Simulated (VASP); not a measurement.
Input of a VASP 6.6.1 run:

The input INCAR:

```
PREC = Accurate
ENCUT = 520
EDIFF = 1E-6
ISMEAR = -1
SIGMA = 0.05
LREAL = Auto
LASPH = T
NELM = 100
ALGO = Normal
ISIF = 2
LWAVE = F
LCHARG = F
GGA = PE
NBANDS = 86
```

KPOINTS

```
Automatic mesh
0
Gamma
  3 3 1
```

POSCAR

```
HW8C8
1.0
    5.7641400000      0.0000000000      0.0000000000
   -2.8820700000      4.9918920000      0.0000000000
    0.0000000000      0.0000000000     17.2358050000
W C H
8 8 1
Direct
    0.0000000000      0.0000000000      0.0580187580
   -0.0019756909     -0.0034656198      0.2229196722
    0.0000014646      0.4999907851      0.0580187580
   -0.0061522314      0.4956637684      0.2231575491
    0.5000052046      0.0000000000      0.0580187580
    0.5021030036      0.0016626962      0.2233316053
    0.4999893205      0.4999907851      0.0580187580
    0.5041857271      0.5000909475      0.2238363685
    0.3385798085      0.1669707598      0.1344932830
    0.3296179827      0.1635852699      0.2877962474
    0.3288050245      0.6661802779      0.1342612080
    0.3255878459      0.6598500128      0.2841642732
    0.8275425307      0.1541499696      0.1353055456
    0.8318408338      0.1591380583      0.2964468442
    0.8283258917      0.6592089733      0.1351372912
    0.8339098315      0.6727709654      0.2876744080
    0.8347946901      1.1744244467      0.3587589904
```

Potentials or basis: VASP PAW PBE potentials, release 64 (W_sv, C, H).

Launch:

```console
$ cat potpaw_PBE.64/W_sv/POTCAR potpaw_PBE.64/C/POTCAR potpaw_PBE.64/H/POTCAR > POTCAR
$ mpirun -np 1 vasp_std > vasp.out
```

Task: Predict the band gap on the k mesh.

Result: Zero (an odd number of electrons rules out a gap without spin polarisation).

Task: Predict the largest force.

Result: 1.426 eV/Å.

Forces in eV/Å, atoms in the order of the input:
```
W    0.067 -0.171 -0.173
W    0.229  0.535 -0.081
W   -0.059 -0.364 -0.234
W    0.343  0.001 -0.194
W    0.068 -0.158 -0.485
W   -0.449 -0.664 -0.006
W   -0.072 -0.116 -0.363
W   -0.839 -0.598 -0.791
C   -0.413 -0.061 -0.059
C    0.252 -0.078  0.420
C    0.364 -0.085  0.078
C   -0.065  0.551  1.314
C   -0.013  0.895  0.039
C   -0.201  0.458 -0.436
C    0.184  0.442 -0.432
C    0.564 -0.469  0.898
H    0.042 -0.119  0.505
```

Caveat: the k points lie up to 0.42 Å⁻¹ apart, too coarse for converged energies and pressures of a metal; spin-orbit coupling is left out, which moves the levels of the heavy elements.
